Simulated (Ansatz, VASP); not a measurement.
# Two plane-wave programs on Ag

INCAR

```
SYSTEM = Ag
ALGO     = Fast           ! electronic algorithm
EDIFF    = 1E-7           ! SCF threshold, eV
ENCUT    = 520            ! plane-wave cutoff, eV
GGA      = PS             ! functional
ISIF     = 2              ! what is computed and relaxed
ISMEAR   = 0              ! smearing method
LASPH    = .TRUE.         ! aspherical terms in the spheres
LCHARG   = .FALSE.        ! write CHGCAR
LREAL    = .FALSE.        ! projectors in reciprocal space
LWAVE    = .FALSE.        ! write WAVECAR
NBANDS   = 18             ! bands
NELM     = 60             ! most SCF steps
PREC     = Accurate       ! precision mode
SIGMA    = 0.15           ! smearing width, eV
```

File KPOINTS:

```
k-points
0
G
  18 18 10
  0 0 0
```

POSCAR

```
Ag
1.0
    2.9299980804      0.0000000000      0.0000000000
   -1.4649990402      2.5374527707      0.0000000000
    0.0000000000      0.0000000000      4.7900000000
Ag
2
Direct
    0.3333333333      0.6666666667      0.1560542797
    0.6666666667      0.3333333333      0.7500000000
```

Input for Ansatz:

```yaml
crystal:
  lattice:
    - [2.9299980804, 0.0, 0.0]
    - [-1.4649990402, 2.5374527707, 0.0]
    - [0.0, 0.0, 4.79]
  atoms:
    - { symbol: Ag, position: [0.3333333333, 0.6666666667, 0.1560542797] }
    - { symbol: Ag, position: [0.6666666667, 0.3333333333, 0.75] }
basis:
  ecutwfc: 420
kpoints:
  mp_grid: { grid: [18, 18, 10] }
hamiltonian:
  xc: pbesol
scf:
  occupations: { method: gaussian, width: 0.15 }
output:
  forces: true
  stress: true
  eigenvalues: true
```

Alike in both runs: task single point; functional PBEsol; k mesh 18 × 18 × 10; occupations gaussian, width 0.15 eV; no spin polarisation.

```csv
,VASP,Ansatz
version,VASP 6.6.1,Ansatz 0.2.0
potentials or method,"VASP PAW PBE potentials, release 64 (Ag), cutoff 520 eV","scalar-relativistic, plane waves, PAW"
valence electrons in the cell,22,38
```

Ansatz gave:

| Item | Value |
| --- | --- |
| gap on the k mesh at the Fermi level (eV) | none |
| pressure (GPa) | 5.5 |
| traceless stress, the component that is largest in VASP (GPa) | 5.69 |
| rms of the force components (eV/Å) | 1.615 |

**Question.** Estimate VASP's values.

**Answer.** gap on the k mesh at the Fermi level (eV): none; pressure (GPa): 5.3; traceless stress, the component that is largest in VASP (GPa): 5.64; rms of the force components (eV/Å): 1.597.

VASP's potentials were made for PBE, not for PBEsol. Atom by atom the forces differ by 0.018 eV/Å (rms over components). A gap of «none» marks a metal or a gap that the smearing closes. VASP's potentials hold 22 valence electrons a cell and Ansatz's 38, so a difference there can come from the potentials and not from the codes.
